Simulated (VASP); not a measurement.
Here is a VASP 6.6.1 calculation.

The input POSCAR:

```
Ir3S4
1.0
    0.0000000000      3.4962950300      0.0000000000
    6.1056727200      0.0000000000      0.0000000000
   -2.8673109900      1.7481470100     -5.6824529100
Ir S
3 4
Direct
    0.5000000000      0.5000000000      0.0000000000
    0.2400000000      0.7820000000      0.5200000000
    0.7600000000      0.2180000000      0.4800000000
    0.8660000000      0.4700000000      0.2680000000
    0.1340000000      0.5300000000      0.7320000000
    0.3790000000      0.9500000000      0.2420000000
    0.6210000000      0.0500000000      0.7580000000
```

The input INCAR.step1:

```
PREC = Accurate
ENCUT = 520
ISMEAR = -1
SIGMA = 0.1402
LREAL = False
LASPH = True
NELM = 80
NBANDS = 34
GGA = PE
ALGO = Normal
EDIFF = 1E-4
LWAVE = True
LCHARG = False
```

Contents of INCAR.step2:

```
PREC = Accurate
ENCUT = 520
EDIFF = 1E-6
ISMEAR = -1
SIGMA = 0.1402
LREAL = False
LASPH = True
NELM = 80
ALGO = Normal
ISIF = 2
LWAVE = False
LCHARG = False
METAGGA = R2SCAN
LMIXTAU = True
NBANDS = 34
ISTART = 1
```

KPOINTS

```
Automatic mesh
0
Gamma
  5 4 5
```

Potentials or basis: VASP PAW PBE potentials, release 64 (Ir, S).

Launch:

```bash
$ cat potpaw_PBE.64/Ir/POTCAR potpaw_PBE.64/S/POTCAR > POTCAR
$ cp INCAR.step1 INCAR
$ mpirun -np 1 vasp_std > vasp.out
$ cp INCAR.step2 INCAR
$ mpirun -np 1 vasp_std > vasp.out
```

What does it give for the pressure?

-8.2 GPa.

What does it give for the band gap on the k mesh?

Zero (an odd number of electrons rules out a gap without spin polarisation).

Forces on the atoms (eV/Å):
```
Ir   0.000  0.000  0.000
Ir  -0.238  0.000 -0.784
Ir   0.238  0.000  0.784
S    0.451  0.000 -0.045
S   -0.451  0.000  0.045
S   -0.084  0.000 -1.205
S    0.084  0.000  1.205
```

Caveat: the k points lie up to 0.38 Å⁻¹ apart, too coarse for converged energies and pressures of a metal; the PAW data sets were made with another functional, which shifts forces and pressure a little; spin-orbit coupling is left out, which moves the levels of the heavy elements.
